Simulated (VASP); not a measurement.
Runs of VASP 6.6.1 on SrHf2O5. The structure is that of space group Cmmm (No. 65), or close to it. The cells are those of the table. 

| task | cell | k mesh | cutoff (eV) | smearing | k mesh for the DOS | occupations for the DOS | gap on the mesh (eV) | pressure (GPa) | largest force (eV/Å) |
| --- | --- | --- | --- | --- | --- | --- | --- | --- | --- |
| single point | a = 4.098, b = 4.103, c = 6.999 Å, angles 107.0, 90.0, 90.0°, 8 atoms | 4 × 4 × 4 | 520 | gaussian 0.1 eV | - | - | 3.32 | -1.7 | 0.07 |
| single point | a = 6.999, b = 6.999, c = 4.098 Å, angles 90.0, 90.0, 145.9°, 8 atoms | 6 × 6 × 6 | 520 | gaussian 0.02 eV | - | - | 3.31 | -1.7 | (a) |
| relaxation of cell and atoms | relaxed from a = 6.975, b = 6.975, c = 4.050 Å, angles 90.0, 90.0, 146.2°, 8 atoms | 3 × 3 × 3 | 600 | gaussian 0.15 eV | - | - | (b) | -0.2 | 0.04 |
| single point | a = 7.012, b = 7.012, c = 4.087 Å, angles 90.0, 90.0, 146.0°, 8 atoms | 3 × 3 × 3 | 520 | gaussian 0.15 eV | - | - | 3.58 | (c) | 0.06 |

Alike in all rows: level PBE; potentials or basis VASP PAW PBE potentials, release 64 (Sr_sv, Hf_pv, O); no spin polarisation.

Problem. Fill in the values left out.

Solution. (a) 0.08; (b) 3.60; (c) -1.3.

Caveats: some runs use coarse meshes; spin-orbit coupling is left out, which moves the levels of the heavy elements; the relaxation stopped at a loose force limit of 0.08 eV/Å, so its end isn't a converged minimum (some runs).

A k mesh can miss the band edges, and the runs leave out spin-orbit coupling on Hf, Sr.
